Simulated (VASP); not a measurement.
Write the native input for VASP 6.6.1 that does the following.

* Task: single point
* Functional: PBE
* Potentials or basis: VASP PAW PBE potentials, release 64 (Ti_sv, Al)
* Cutoff: 520 eV
* k mesh: 12 × 12 × 8
* Occupations: gaussian, width 0.1 eV
* Spin: no spin polarisation
* Dipole correction: no
* k mesh for the DOS: 18 × 18 × 12
* Occupations for the DOS: tetrahedron
* Further INCAR settings: ALGO = Fast; EDIFF = 1e-06

TiAl3:

```
CELL_PARAMETERS angstrom
5.57231 0.00000 0.00000
-2.78615 4.82576 0.00000
0.00000 0.00000 4.72529
ATOMIC_POSITIONS crystal
Ti 0.66667 0.33333 0.25000
Ti 0.33333 0.66667 0.75000
Al 0.16596 0.33192 0.25000
Al 0.16596 0.83404 0.25000
Al 0.66808 0.83404 0.25000
Al 0.33192 0.16596 0.75000
Al 0.83404 0.16596 0.75000
Al 0.83404 0.66808 0.75000
```

The input as run:

POSCAR

```
TiAl3
1.0
    5.5723051360      0.0000000000      0.0000000000
   -2.7861525680      4.8257578054      0.0000000000
    0.0000000000      0.0000000000      4.7252906251
Ti Al
2 6
Direct
    0.6666666667      0.3333333333      0.2500000000
    0.3333333333      0.6666666667      0.7500000000
    0.1659616332      0.3319232664      0.2500000000
    0.1659616332      0.8340383668      0.2500000000
    0.6680767336      0.8340383668      0.2500000000
    0.3319232664      0.1659616332      0.7500000000
    0.8340383668      0.1659616332      0.7500000000
    0.8340383668      0.6680767336      0.7500000000
```

INCAR.step1

```
PREC = Accurate
ENCUT = 520
EDIFF = 1E-6
ISMEAR = 0
SIGMA = 0.1
LREAL = F
LASPH = T
NELM = 80
ALGO = Fast
ISIF = 2
LWAVE = F
LCHARG = T
LMAXMIX = 4
GGA = PE
NBANDS = 31
```

KPOINTS.step1

```
regular mesh
0
Gamma
  12 12 8
```

INCAR.step2

```
PREC = Accurate
ENCUT = 520
EDIFF = 1E-6
ISMEAR = -5
SIGMA = 0.1
LREAL = F
LASPH = T
NELM = 80
ALGO = Fast
ISIF = 2
LWAVE = F
LCHARG = F
LMAXMIX = 4
GGA = PE
LORBIT = 10
NEDOS = 1001
ICHARG = 11
```

KPOINTS.step2

```
regular mesh
0
Gamma
  18 18 12
```

Potentials or basis: VASP PAW PBE potentials, release 64 (Ti_sv, Al).

Run with:

```sh
$ cat potpaw_PBE.64/Ti_sv/POTCAR potpaw_PBE.64/Al/POTCAR > POTCAR
$ cp INCAR.step1 INCAR
$ cp KPOINTS.step1 KPOINTS
$ mpirun -np 1 vasp_std > vasp.out
$ cp INCAR.step2 INCAR
$ cp KPOINTS.step2 KPOINTS
$ mpirun -np 1 vasp_std > vasp.out
```

It gave:

```json
{
 "Valence electrons inside the program's atomic spheres": "Ti 10.30; Al 0.80"
}
```

Wall time 24 min on 1 thread of Intel(R) Xeon(R) 6975P-C (Granite Rapids) (shared host), peak memory 0.75 GiB.
